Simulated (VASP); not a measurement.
The system is Al2Zn.

```
Al Zn
1.0
     2.80131    0.00000    0.00000
    -1.40066    2.42601    0.00000
     0.00000    0.00000    6.82194
Al Zn
2 1
Cartesian
  0.0000 1.6173 2.2616
  1.4007 0.8087 4.5604
  0.0000 0.0000 0.0000
```

```yaml
Program: VASP 6.6.1
Task: relaxation of cell and atoms
Functional: LDA
Potentials_or_basis: VASP PAW LDA potentials, release 64 (Al, Zn)
Cutoff: 600 eV
k_mesh: 18 × 18 × 6
Occupations: gaussian, width 0.1 eV
Spin: no spin polarisation
```

At the start: pressure -1.7 GPa; volume 15.45 Å³/atom.

Question: Where does the relaxation end?

Answer: Over 20 steps the energy falls by 3.0 meV/atom and the volume is 15.15 Å³/atom (-1.9 %); space group P-3m1 (No. 164, to 0.05 Å).

The path:
| step | energy change (eV) | largest force (eV/Å) | pressure (GPa) | volume (Å³) |
| --- | --- | --- | --- | --- |
| 1 | 0.0000 | 0.1667 | -1.69 | 46.36 |
| 2 | -0.0071 | 0.1051 | 0.36 | 45.27 |
| 3 | -0.0072 | 0.1076 | 0.31 | 45.32 |
| 4 | -0.0071 | 0.1090 | 0.24 | 45.34 |
| 5 | -0.0082 | 0.0607 | -0.01 | 45.40 |
| 6 | -0.0087 | 0.0134 | -0.11 | 45.46 |
| 7 | -0.0087 | 0.0030 | -0.11 | 45.47 |
| 8 | -0.0087 | 0.0040 | 0.14 | 45.39 |
| 9 | -0.0087 | 0.0002 | 0.11 | 45.44 |
| 10 | -0.0087 | 0.0011 | -0.05 | 45.45 |
| 11 | -0.0087 | 0.0005 | 0.00 | 45.44 |
| 12 | -0.0087 | 0.0003 | 0.06 | 45.44 |
| 13 | -0.0087 | 0.0003 | 0.00 | 45.44 |
| 14 | -0.0087 | 0.0003 | -0.01 | 45.44 |
| 15 | -0.0088 | 0.0004 | 0.06 | 45.45 |
| 16 | -0.0088 | 0.0009 | 0.09 | 45.45 |
| 17 | -0.0089 | 0.0016 | -0.08 | 45.46 |
| 18 | -0.0089 | 0.0010 | -0.06 | 45.46 |
| 19 | -0.0089 | 0.0014 | 0.06 | 45.46 |
| 20 | -0.0089 | 0.0013 | 0.04 | 45.46 |

Final structure:
```
Al Zn
1.0
     2.77113    0.00000    0.00000
    -1.38556    2.39987    0.00000
     0.00000    0.00000    6.83574
Al Zn
2 1
Direct
  0.33333 0.66667 0.32841
  0.66667 0.33333 0.67159
  0.00000 0.00000 0.00000
```
